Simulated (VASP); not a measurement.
Write the native input for VASP 6.6.1 that does the following.

* Task: electric field gradients
* Functional: PBE
* Potentials or basis: VASP PAW PBE potentials, release 64 (Co, O)
* Cutoff: 520 eV
* k mesh: 16 × 16 × 16
* Occupations: fermi-dirac, width 0.05 eV
* Spin: collinear spin, ferromagnetic start
* Starting moments: [2.0, 0.0] μB
* Dipole correction: no
* Further INCAR settings: ALGO = Normal; EDIFF = 1e-08; NBANDS = 18

The structure of CoO lies in POSCAR:

```
CoO
1.0
    0.0000000000      2.1171941998      2.1171941998
    2.1171941998      0.0000000000      2.1171941998
    2.1171941998      2.1171941998      0.0000000000
Co O
1 1
Direct
    0.0000000000      0.0000000000      0.0000000000
    0.5000000000      0.5000000000      0.5000000000
```

These files were run (other wordings do the same):

INCAR

```
  PREC = Accurate
  ENCUT = 520
  EDIFF = 1E-8
  ISMEAR = -1
  SIGMA = 0.05
  LREAL = False
  LASPH = True
  NELM = 150
  ALGO = Normal
  ISIF = 2
  LWAVE = False
  LCHARG = False
  ISPIN = 2
  MAGMOM = 2 0
  LORBIT = 11
  LMAXMIX = 4
  GGA = PE
  LEFG = True
  NBANDS = 18
```

KPOINTS

```
Automatic mesh
0
Gamma
  16 16 16
```

Potentials or basis: VASP PAW PBE potentials, release 64 (Co, O).

Launch:

```sh
$ cat potpaw_PBE.64/Co/POTCAR potpaw_PBE.64/O/POTCAR > POTCAR
$ mpirun -np 1 vasp_std > vasp.out
```

Results of the run:

- Pressure: 0.9 GPa
- Net moment: 2.84 μB per cell
- Site moments: Co +2.51; O +0.28 μB
- Largest electric field gradient by atom: zero within the noise of the run
- Valence electrons inside the program's atomic spheres: Co 7.83; O 4.99

Caveat: a cell with one magnetic atom can't hold antiferromagnetic order, which such compounds often take.

It took 50 s on 1 thread of Intel(R) Xeon(R) 6975P-C (Granite Rapids) (shared host), peak memory 0.2 GiB.
